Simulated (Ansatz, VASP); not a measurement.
# Ni: VASP beside Ansatz

```
Ni
1.0
    -1.40284    1.40284    1.40284
     1.40284   -1.40284    1.40284
     1.40284    1.40284   -1.40284
Ni
1
Direct
  0.00000 0.00000 0.00000
```

Alike in both runs: task single point; functional r2SCAN; k mesh 20 × 20 × 20; occupations gaussian, width 0.05 eV; collinear spin.

|  | VASP | Ansatz |
| --- | --- | --- |
| version | VASP 6.6.1 | Ansatz 0.2.0 |
| potentials or method | VASP PAW PBE potentials, release 64 (Ni), cutoff 520 eV | scalar-relativistic, plane waves, PAW |
| valence electrons in the cell | 10 | 18 |

|  | VASP | Ansatz | Ansatz less VASP |
| --- | --- | --- | --- |
| gap on the k mesh at the Fermi level (eV) | none | none | - |
| pressure (GPa) | -7.9 | -8.5 | -0.52 |
| net moment per atom (μB) | 0.63 | 0.64 | +0.016 |
| size of the moment on the site where the two differ most (μB) | 0.65 | 0.70 | +0.055 |

VASP's potentials were made for PBE, not for r2SCAN. Site moments also hang on the region over which each program counts them. A gap of «none» marks a metal or a gap that the smearing closes. VASP's potentials hold 10 valence electrons a cell and Ansatz's 18, so a difference there can come from the potentials and not from the codes. Ansatz's warnings: stability check not made.
